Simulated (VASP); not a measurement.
Input of a VASP 6.6.1 run:

The input INCAR:

```
SYSTEM = TaN
PREC     = Accurate       ! precision mode
ENCUT    = 520            ! plane-wave cutoff, eV
EDIFF    = 1E-7           ! SCF threshold, eV
ISMEAR   = 0              ! smearing method
SIGMA    = 0.15           ! smearing width, eV
LREAL    = .False.        ! projectors in reciprocal space
LASPH    = .True.         ! aspherical terms in the spheres
NELM     = 150            ! most SCF steps
ALGO     = Normal         ! electronic algorithm
ISIF     = 2              ! what is computed and relaxed
LWAVE    = .False.        ! write WAVECAR
LCHARG   = .True.         ! write CHGCAR
LMAXMIX  = 4              ! l up to which the mixer works
LDAU     = .True.         ! DFT+U
LDAUTYPE = 2            
LDAUL    = 2 -1           ! shell
LDAUU    = 1 0            ! U, eV
LDAUJ    = 0 0          
LDAUPRINT= 1            
GGA      = PS             ! functional
IVDW     = 13             ! dispersion correction
LELF     = .True.         ! ELF
LVHAR    = .True.       
NBANDS   = 15             ! bands
```

File KPOINTS:

```
Automatic mesh
0
Gamma
  8 8 7
  0 0 0
```

Contents of POSCAR:

```
TaN
1.0
    2.9380000000      0.0000000000      0.0000000000
   -1.4690000000      2.5443826363      0.0000000000
    0.0000000000      0.0000000000      2.8830000000
Ta N
1 1
Direct
    0.0087409594      0.0072705608      0.4973724450
    0.6754110406      0.3405864392     -0.0026614450
```

Potentials or basis: VASP PAW PBE potentials, release 64 (Ta_pv, N).

Command:

```console
$ cat potpaw_PBE.64/Ta_pv/POTCAR potpaw_PBE.64/N/POTCAR > POTCAR
$ mpirun -np 1 vasp_std > vasp.out
```

Question: Predict the dispersion energy per atom.

Answer: -0.179 eV.

Question: What does it give for the pressure?

Answer: -3.7 GPa.

Eigenvalues of the final occupation matrices:
```csv
site,spin,trace,eigenvalues
site 1 d,1,1.23,0.19 0.19 0.27 0.27 0.31
site 1 d,2,1.23,0.19 0.19 0.27 0.27 0.31
```

Caveat: the cell differs from its parent crystal (atoms moved at random); the cell stands under tension; the PAW data sets were made with another functional, which shifts forces and pressure a little; spin-orbit coupling is left out, which moves the levels of the heavy elements; U without spin polarisation on a metal has little footing.
